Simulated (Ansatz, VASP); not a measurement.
Si2C3: VASP beside Ansatz

```
CELL_PARAMETERS angstrom
3.08134 0.00000 0.00000
-1.54067 2.66852 0.00000
0.00000 0.00000 9.10109
ATOMIC_POSITIONS crystal
Si 0.00000 0.00000 0.00000
Si 0.33333 0.66667 0.50000
C 0.66667 0.33333 0.08483
C 0.66667 0.33333 0.91517
C 0.00000 0.00000 0.50000
```

Change from the starting cell: species swapped into the Co3Ge2 type (P-6m2, No. 187).

Alike in both runs: task relaxation of cell and atoms; functional PBE; k mesh 12 × 12 × 4; occupations gaussian, width 0.1 eV; no spin polarisation.

|  | VASP | Ansatz |
| --- | --- | --- |
| version | VASP 6.6.1 | Ansatz 0.2.0 |
| potentials or method | VASP PAW PBE potentials, release 64 (Si, C), cutoff 600 eV | scalar-relativistic, plane waves, PAW |
| valence electrons in the cell | 20 | 20 |

|  | VASP | Ansatz | Ansatz less VASP |
| --- | --- | --- | --- |
| gap on the k mesh at the Fermi level, each at its own relaxed structure (eV) | none | none | - |
| relaxed volume (Å³/atom) | 14.96 | 15.51 | +0.552 |
| relaxed cell length with the largest relative difference (Å) | 9.107 | 9.433 | +0.3254 |

A gap of «none» marks a metal or a gap that the smearing closes.
